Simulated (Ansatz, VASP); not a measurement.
**AlRu in VASP and in Ansatz**

Contents of INCAR:

```
PREC = Accurate ; ENCUT = 500
EDIFF = 1E-6 ; ISMEAR = 0
SIGMA = 0.1 ; LREAL = F
LASPH = T ; NELM = 200
ALGO = Normal ; ISIF = 2
LWAVE = F ; LCHARG = F
LMAXMIX = 4 ; LDAU = T
LDAUTYPE = 2 ; LDAUL = -1 2
LDAUU = 0 7.5 ; LDAUJ = 0 0
LDAUPRINT = 1 ; GGA = PS
NBANDS = 16 ; GGA_COMPAT = F
```

File KPOINTS:

```
Automatic mesh
0
Gamma
  2 2 2
```

Contents of POSCAR:

```
AlRu
1.0
    2.9824954400      0.0000000000      0.0000000000
    0.0000000000      2.9824954400      0.0000000000
    0.0000000000      0.0000000000      2.9824954400
Al Ru
1 1
Direct
    0.0000000000      0.0000000000      0.0000000000
    0.5000000000      0.5000000000      0.5000000000
```

Input for Ansatz:

```yaml
crystal:
  lattice:
    - [2.98249544, 0.0, 0.0]
    - [0.0, 2.98249544, 0.0]
    - [0.0, 0.0, 2.98249544]
  atoms:
    - { symbol: Al, position: [0.0, 0.0, 0.0] }
    - { symbol: Ru, position: [0.5, 0.5, 0.5] }
basis:
  ecutwfc: 420
kpoints:
  mp_grid: { grid: [2, 2, 2] }
hamiltonian:
  xc: pbesol
  hubbard:
    sites: [{ species: Ru, l: d, u_eff: 7.5 }]
    projectors: ortho-atomic
scf:
  occupations: { method: gaussian, width: 0.1 }
  max_iter: 300
output:
  forces: true
  stress: true
  eigenvalues: true
```

Alike in both runs: task single point; functional PBEsol; k mesh 2 × 2 × 2; occupations gaussian, width 0.1 eV; no spin polarisation; Hubbard terms Ru d U = 7.5 eV.

```csv
,VASP,Ansatz
version,VASP 6.6.1,Ansatz 0.2.0
potentials or method,"VASP PAW PBE potentials, release 64 (Al, Ru_pv), cutoff 500 eV","scalar-relativistic, plane waves, PAW"
valence electrons in the cell,17,19
```

```tsv
	VASP	Ansatz	Ansatz less VASP
gap on the k mesh at the Fermi level (eV)	none	none	-
pressure (GPa)	2.4	4.8	+2.47
```

VASP's potentials were made for PBE, not for PBEsol. The programs project onto different local orbitals, so the same U acts differently, and such runs can settle in different states. A gap of «none» marks a metal or a gap that the smearing closes. VASP's potentials hold 17 valence electrons a cell and Ansatz's 19, so a difference there can come from the potentials and not from the codes. Ansatz's warnings: filled band counts differ across k points.

The k mesh is coarse, so the values compare programs but aren't converged.
